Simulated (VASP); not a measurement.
# I (Fd-3m) in VASP: notebook

Runs on I. Level: PBE. Tasks: relaxation of cell and atoms.

Program: VASP 6.6.1. These are calculated values, not measurements. Logs are shortened: lines on timing, memory, paths and dates and some standing lists are left out, and cuts for length are marked.

**1. The cell of the first run**

It takes space group Fd-3m (No. 227, cubic). The conventional cell has a = 6.990 Å, b = 6.990 Å, c = 6.990 Å, α = 90.00°, β = 90.00°, γ = 90.00°. Within 4.0 Å of I (site symmetry -43m) lie 4 I at 3.03 Å.

**2. Relaxation of cell and atoms, PBE, target pressure 5 GPa, at which the enthalpy is minimised**

Contents of INCAR:

```
SYSTEM = I
PREC     = Accurate       ! precision mode
ENCUT    = 500            ! plane-wave cutoff, eV
EDIFF    = 1E-7           ! SCF threshold, eV
ISMEAR   = -1             ! smearing method
SIGMA    = 0.02           ! smearing width, eV
LREAL    = .FALSE.        ! projectors in reciprocal space
LASPH    = .TRUE.         ! aspherical terms in the spheres
NELM     = 120            ! most SCF steps
ALGO     = Normal         ! electronic algorithm
ISIF     = 3              ! what is computed and relaxed
LWAVE    = .FALSE.        ! write WAVECAR
LCHARG   = .FALSE.        ! write CHGCAR
GGA      = PE             ! functional
IBRION   = 2              ! ionic algorithm
NSW      = 80             ! ionic steps
EDIFFG   = -0.03          ! ionic threshold
PSTRESS  = 50.0         
GGA_COMPAT= .FALSE.      
NELMIN   = 4
```

Contents of KPOINTS:

```
Automatic mesh
0
G
  6 6 6
  0 0 0
```

Contents of POSCAR:

```
I
1.0
    0.0000000000      3.4950000000      3.4950000000
    3.4950000000      0.0000000000      3.4950000000
    3.4950000000      3.4950000000      0.0000000000
I
2
Direct
    1.0000000000      1.0000000000      1.0000000000
    0.2500000000      0.2500000000      0.2500000000
```

Potentials or basis: VASP PAW PBE potentials, release 64 (I).

The run is started by

```sh
$ cat potpaw_PBE.64/I/POTCAR > POTCAR
$ mpirun -np 1 vasp_std > vasp.out
```

OUTCAR:

```text
SYSTEM = I
   PREC = Accurate
   ENCUT = 500
   EDIFF = 1E-7
   ISMEAR = -1
   LREAL = .FALSE.
   LASPH = .TRUE.
   NELM = 120
   ISIF = 3
   GGA = PE
   IBRION = 2
   NSW = 80
   EDIFFG = -0.03
   PSTRESS = 50.0
   NELMIN = 4

 ion  position               nearest neighbor table
   1  0.000  0.000  0.000-   2 3.03   2 3.03   2 3.03   2 3.03
   2  0.250  0.250  0.250-   1 3.03   1 3.03   1 3.03   1 3.03

  LATTYP: Found a face centered cubic cell.
 ALAT       =     6.9900000000

  Lattice vectors:

 A1 = (   0.0000000000,   3.4950000000,   3.4950000000)
 A2 = (   3.4950000000,   0.0000000000,   3.4950000000)
 A3 = (   3.4950000000,   3.4950000000,   0.0000000000)

Analysis of symmetry for initial positions (statically):
=====================================================================
 Subroutine PRICEL returns:
 Original cell was already a primitive cell.

 Routine SETGRP: Setting up the symmetry group for a
 face centered cubic supercell.

 Subroutine GETGRP returns: Found 48 space group operations
 (whereof 24 operations were pure point group operations)
 out of a pool of 48 trial point group operations.

The static configuration has the point symmetry T_d .
 The point group associated with its full space group is O_h .

Analysis of symmetry for dynamics (positions and initial velocities):
=====================================================================
 Subroutine PRICEL returns:
 Original cell was already a primitive cell.

 Routine SETGRP: Setting up the symmetry group for a
 face centered cubic supercell.

 Subroutine GETGRP returns: Found 48 space group operations
 (whereof 24 operations were pure point group operations)
 out of a pool of 48 trial point group operations.

The dynamic configuration has the point symmetry T_d .
 The point group associated with its full space group is O_h .

 Subroutine INISYM returns: Found 48 space group operations
 (whereof 24 operations are pure point group operations),
 and found     1 'primitive' translations

----------------------------------------------------------------------------------------

                                     Primitive cell

  volume of cell :      85.3830

  direct lattice vectors                    reciprocal lattice vectors
     0.000000000  3.495000000  3.495000000    -0.143061516  0.143061516  0.143061516
     3.495000000  0.000000000  3.495000000     0.143061516 -0.143061516  0.143061516
     3.495000000  3.495000000  0.000000000     0.143061516  0.143061516 -0.143061516

  length of vectors
     4.942676400  4.942676400  4.942676400     0.247789815  0.247789815  0.247789815

  position of ions in fractional coordinates (direct lattice)
     0.000000000  0.000000000  0.000000000
     0.250000000  0.250000000  0.250000000

  ion indices of the primitive-cell ions
   primitive index   ion index
                 1           1
                 2           2

----------------------------------------------------------------------------------------

 KPOINTS: Automatic mesh

Automatic generation of k-mesh.
 Grid dimensions read from file:
 generate k-points for:    6    6    6

 Generating k-lattice:

  Cartesian coordinates                     Fractional coordinates (reciprocal lattice)
    -0.023843586  0.023843586  0.023843586     0.166666667  0.000000000  0.000000000
     0.023843586 -0.023843586  0.023843586     0.000000000  0.166666667  0.000000000
     0.023843586  0.023843586 -0.023843586     0.000000000  0.000000000  0.166666667

  Length of vectors
     0.041298303  0.041298303  0.041298303

  Shift w.r.t. Gamma in fractional coordinates (k-lattice)
     0.000000000  0.000000000  0.000000000

 Subroutine IBZKPT returns following result:
 ===========================================

 Found     16 irreducible k-points:

 Following reciprocal coordinates:
            Coordinates               Weight
  0.000000  0.000000  0.000000      1.000000
  0.166667  0.000000  0.000000      8.000000
  0.333333  0.000000  0.000000      8.000000
  0.500000  0.000000  0.000000      4.000000
  0.166667  0.166667  0.000000      6.000000
  0.333333  0.166667  0.000000     24.000000
[... 8 lines left out ...]
 -0.333333  0.333333  0.166667     24.000000
 -0.333333  0.500000  0.166667     12.000000
   k-points           NKPTS =     16   k-points in BZ     NKDIM =     16   number of bands    NBANDS=     11
   number of dos      NEDOS =    301   number of ions     NIONS =      2
   total plane-waves  NPLWV =  46656
   dimension x,y,z NGX =    36 NGY =   36 NGZ =   36
   dimension x,y,z NGXF=    72 NGYF=   72 NGZF=   72
   ions per type =               2
   NGX,Y,Z   is equivalent  to a cutoff of  12.11, 12.11, 12.11 a.u.
   NGXF,Y,Z  is equivalent  to a cutoff of  24.22, 24.22, 24.22 a.u.
 SYSTEM =  I
   PREC   = accura    normal or accurate (medium, high low for compatibility)
   ISTART =      0    job   : 0-new  1-cont  2-samecut
   ICHARG =      2    charge: 1-file 2-atom 10-const
   ISPIN  =      1    spin polarized calculation?
   LNONCOLLINEAR =      F non collinear calculations
   LSORBIT =      F    spin-orbit coupling
   LASPH  =      T    aspherical Exc in radial PAW
   ENCUT  =  500.0 eV  36.75 Ry    6.06 a.u.   9.01  9.01  9.01*2*pi/ulx,y,z
   NELM   =    120;   NELMIN=  4; NELMDL= -5     # of ELM steps
   EDIFF  = 0.1E-06   stopping-criterion for ELM
   LREAL  =      F    real-space projection
   EDIFFG = -.3E-01   stopping-criterion for IOM
   NSW    =     80    number of steps for IOM
   IBRION =      2    ionic relax: 0-MD 1-quasi-New 2-CG
   NFREE  =      1    steps in history (QN), initial steepest desc. (CG)
   ISIF   =      3    stress and relaxation
   ISYM   =      2    0-nonsym 1-usesym 2-fastsym
   POTIM  = 0.5000    time-step for ionic-motion
   TEBEG  =    0.0;   TEEND  =   0.0 temperature during run
   PSTRESS=   50.0 pullay stress
   NELECT =      14.0000    total number of electrons
   NUPDOWN=      -1.0000    fix difference up-down
   EMIN   =  10.00;   EMAX   =-10.00  energy-range for DOS
   EFERMI =   0.00;   METHOD = LEGACY
   ISMEAR =    -1;   SIGMA  =   0.02  broadening in eV -4-tet -1-fermi 0-gaus
   EFERMI_NEDOS =   21; number of points for ismear=-14 and -15
   IALGO  =     38    algorithm
   IMIX   =      4    mixing-type and parameters
     AMIX     =   0.40;   BMIX     =  1.00
     AMIX_MAG =   1.60;   BMIX_MAG =  1.00
  volume/ion in A,a.u.               =      42.69       288.10
  Fermi-wavevector in a.u.,A,eV,Ry     =   0.896039  1.693269 10.923930  0.802886
  Thomas-Fermi vector in A             =   2.018447
   LORBIT       =      0    0 simple, 1 ext, 2 COOP (PROOUT), +10 PAW based schemes
   GGA     = PE    functional components
   LHFCALC =     F    Hartree Fock is set to
   AEXX    =    0.0000 exact exchange contribution
   IVDW    =     0    specifies the selected vdW correction
   LEPSILON=     F    determine dielectric tensor
   LRPA    =     F    only Hartree local field effects (RPA)
 conjugate gradient relaxation of ions
 non-spin polarized calculation
  energy-cutoff  :      500.00
  volume of cell :       85.38
 maximum number of plane-waves:      2200
   NGX = 17   NGY = 17   NGZ = 17

--------------------------------------- Ionic step        1  -------------------------------------------

 number of electron      13.9999998 magnetization

 Free energy of the ion-electron system (eV)
  ---------------------------------------------------
  ext. energy  EPLUGINS =         0.00000000
  ---------------------------------------------------
  free energy    TOTEN  =        -1.23901407 eV

  energy without entropy =       -1.23315807  energy(sigma->0) =       -1.23608607

------------------------ aborting loop because EDIFF is reached ----------------------------------------

  FORCE on cell =-STRESS in cart. coord.  units (eV):
  Direction    XX          YY          ZZ          XY          YZ          ZX
  --------------------------------------------------------------------------------------
  -------------------------------------------------------------------------------------
  Total        4.7667450      4.7667450      4.7667450      0.0000000      0.0000000     -0.0000000
  in kB       89.4460085     89.4460085     89.4460085      0.0000000      0.0000000     -0.0000000
  external PRESSURE =      39.4460085 kB  Pullay stress =      50.0000000 kB

 VOLUME and BASIS-vectors are now :
 -----------------------------------------------------------------------------
  energy-cutoff  :      500.00
  volume of cell :       85.38
      direct lattice vectors                 reciprocal lattice vectors
     0.000000000  3.495000000  3.495000000    -0.143061516  0.143061516  0.143061516
     3.495000000  0.000000000  3.495000000     0.143061516 -0.143061516  0.143061516
     3.495000000  3.495000000  0.000000000     0.143061516  0.143061516 -0.143061516
[... 46 lines left out ...]
  FREE ENERGIE OF THE ION-ELECTRON SYSTEM (eV)
  ---------------------------------------------------
  free  energy   TOTEN  =        -1.7455082669 eV

  energy  without entropy=       -1.7386412889  energy(sigma->0) =       -1.74207478

  enthalpy is  TOTEN    =         1.3453240430 eV   P V=        3.0908323099

--------------------------------------- Ionic step        3  -------------------------------------------

 number of electron      14.0000000 magnetization

 Free energy of the ion-electron system (eV)
  ---------------------------------------------------
  ext. energy  EPLUGINS =         0.00000000
  ---------------------------------------------------
  free energy    TOTEN  =        -1.62071462 eV

  energy without entropy =       -1.61424217  energy(sigma->0) =       -1.61747839

 E-fermi :   2.6646     XC(G=0):  -7.3514

 val. band max:        2.6270179071   @ k =  -0.3333   0.3333   0.0000
 cond. band min:       2.6826054357   @ k =  -0.3333   0.3333   0.1667
 fundamental gap:      0.0555875286
 Fermi energy:         2.6646125543

 k-point     1 :       0.0000    0.0000    0.0000
  band No.  band energies     occupation
      1     -11.6012      2.00000
      2      -8.4073      2.00000
      3      -0.9471      2.00000
      4      -0.9471      2.00000
      5      -0.9471      2.00000
      6       1.2828      2.00000
      7       1.2828      2.00000
      8       1.2828      2.00000
      9       6.6529      0.00000
     10       8.9387      0.00000
     11       8.9387      0.00000

 k-point     2 :       0.1667    0.0000    0.0000
  band No.  band energies     occupation
      1     -11.4818      2.00000
      2      -8.6378      2.00000
      3      -1.0946      2.00000
      4      -1.0946      2.00000
      5      -1.0279      2.00000
      6       1.5110      2.00000
      7       1.5110      2.00000
      8       1.5322      2.00000
      9       7.2089      0.00000
     10       8.6259      0.00000
     11       8.6259      0.00000
[... 216 lines left out ...]
 POSITION                                       TOTAL-FORCE (eV/Angst)
 -----------------------------------------------------------------------------------
      0.00000      0.00000      0.00000         0.000000      0.000000      0.000000
      1.80666      1.80666      1.80666        -0.000000     -0.000000     -0.000000
 -----------------------------------------------------------------------------------
    total drift:                                0.000000      0.000000     -0.000000

  FREE ENERGIE OF THE ION-ELECTRON SYSTEM (eV)
  ---------------------------------------------------
  free  energy   TOTEN  =        -1.6207146227 eV

  energy  without entropy=       -1.6142421673  energy(sigma->0) =       -1.61747839

  enthalpy is  TOTEN    =         1.3237630571 eV   P V=        2.9444776798

 reached required accuracy - stopping structural energy minimisation
```

It took 24 s on 1 thread of Intel Xeon 6975P-C (Granite Rapids), shared host; peak memory 0.2 GiB.

What came out:

| Item | Value |
| --- | --- |
| Free energy | -1.6207 eV |
| Relaxed volume | 47.18 Å³/atom |
| Relaxed cell | a = 5.110 Å, b = 5.110 Å, c = 5.110 Å, α = 60.00°, β = 60.00°, γ = 60.00° |
| Space group after relaxing (to 0.1 Å) | Fd-3m (No. 227) |
| Energy change on relaxing (the run minimises the enthalpy) | -190.9 meV/atom |
| Ionic steps | 3 |
| Pressure after relaxing | 5.0 GPa |
| Band gap on the k mesh | zero (bands 7 and 8 overlap by 1.94 eV) |

Step by step:
```tsv
step	energy change (eV)	largest force (eV/Å)	pressure (GPa)	volume (Å³)
1	0.0000	0.0000	8.94	85.38
2	-0.5065	0.0000	3.59	99.04
3	-0.3817	0.0000	5.00	94.35
```

Final structure:
```xyz
2
Lattice="0.0000 3.6133 3.6133 3.6133 0.0000 3.6133 3.6133 3.6133 0.0000" Properties=species:S:1:pos:R:3 pbc="T T T"
I     0.0000    0.0000    0.0000
I     1.8067    1.8067    1.8067
```

Levels at points of the mesh, in eV from the Fermi level:
```tsv
k point	band 5	band 6	band 7	band 8	band 9	band 10
(0.00, 0.00, 0.00)	-3.61	-1.38	-1.38	-1.38	3.99	6.27
(0.50, 0.00, 0.00)	-4.01	-0.60	-0.60	0.06	5.81	6.00
(0.50, 0.50, 0.00)	-2.34	-2.34	0.56	0.56	5.19	5.19
```

Caveat: the cell is relaxed towards a set pressure, so the run minimises the enthalpy, not the energy; spin-orbit coupling is left out, which moves the levels of the heavy elements.

(Continued in part 2 of 2.)
